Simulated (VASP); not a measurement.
Runs of VASP 6.6.1 on CdTe. The structure is that of space group F-43m (No. 216), or close to it. The cells are those of the table. 

```tsv
cell	gap on the mesh (eV)	pressure (GPa)
a = 4.548 Å, angles 60.0°, 2 atoms	1.35	2.8
a = 4.502 Å, angles 60.0°, 2 atoms	(c)	(b)
a = 4.636 Å, angles 60.0°, 2 atoms	1.16	0.1
a = 4.592 Å, angles 60.0°, 2 atoms	1.25	1.4
a = 4.456 Å, angles 60.0°, 2 atoms	1.55	(a)
```

Alike in all rows: task single point; level r2SCAN; potentials or basis VASP PAW PBE potentials, release 64 (Cd, Te); no spin polarisation; k mesh 6 × 6 × 6; cutoff (eV) 550; smearing gaussian 0.01 eV.

Fill in the values left out.

(a) 6.5; (b) 4.5; (c) 1.45.

Caveats: the PAW data sets were made with another functional, which shifts forces and pressure a little; spin-orbit coupling is left out, which moves the levels of the heavy elements; the cell stands under pressure (at least some runs).

A k mesh can miss the band edges, and the runs leave out spin-orbit coupling on Cd, Te.
